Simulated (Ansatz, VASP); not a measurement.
**One calculation of InP, two programs**

File POSCAR:

```
InP
1.0
    0.0000000000      2.8935145237      2.8935145237
    2.8935145237      0.0000000000      2.8935145237
    2.8935145237      2.8935145237      0.0000000000
In P
1 1
Direct
    0.0000000000      0.0000000000      0.0000000000
    0.2500000000      0.2500000000      0.2500000000
```

The input INCAR.step1:

```
PREC = Accurate ; ENCUT = 520
ISMEAR = 0 ; SIGMA = 0.01
LREAL = False ; LASPH = True
NELM = 80 ; NBANDS = 16
GGA = PE ; ALGO = Normal
EDIFF = 1E-4 ; LWAVE = True
LCHARG = False
```

File INCAR.step2:

```
PREC = Accurate ; ENCUT = 520
EDIFF = 1E-7 ; ISMEAR = 0
SIGMA = 0.01 ; LREAL = False
LASPH = True ; NELM = 80
ALGO = Normal ; ISIF = 2
LWAVE = False ; LCHARG = True
METAGGA = R2SCAN ; LMIXTAU = True
LELF = True ; LVHAR = True
NBANDS = 16 ; ISTART = 1
```

The input KPOINTS:

```
regular mesh
0
Gamma
  6 6 6
```

Input for Ansatz:

```yaml
crystal:
  lattice:
    - [0.0, 2.8935145237, 2.8935145237]
    - [2.8935145237, 0.0, 2.8935145237]
    - [2.8935145237, 2.8935145237, 0.0]
  atoms:
    - { symbol: In, position: [0.0, 0.0, 0.0] }
    - { symbol: P, position: [0.25, 0.25, 0.25] }
kpoints:
  mp_grid: { grid: [6, 6, 6] }
hamiltonian:
  xc: r2scan
scf:
  occupations: { method: fixed }
  n_extra_bands: 4
output:
  forces: true
  stress: true
  eigenvalues: true
```

Alike in both runs: task single point; functional r2SCAN; k mesh 6 × 6 × 6; no spin polarisation.

|  | VASP | Ansatz |
| --- | --- | --- |
| version | VASP 6.6.1 | Ansatz 0.2.0 |
| potentials or method | VASP PAW PBE potentials, release 64 (In_d, P) | plane waves, PAW |
| plane-wave cutoff (eV) | 520 | 500 |
| occupations | gaussian, width 0.01 eV | fixed |
| valence electrons in the cell | 18 | 18 |

```tsv
	VASP	Ansatz	Ansatz less VASP
gap on the k mesh at the Fermi level (eV)	1.39	1.38	-0.006
pressure (GPa)	4.7	4.8	+0.13
```

VASP's potentials were made for PBE, not for r2SCAN.
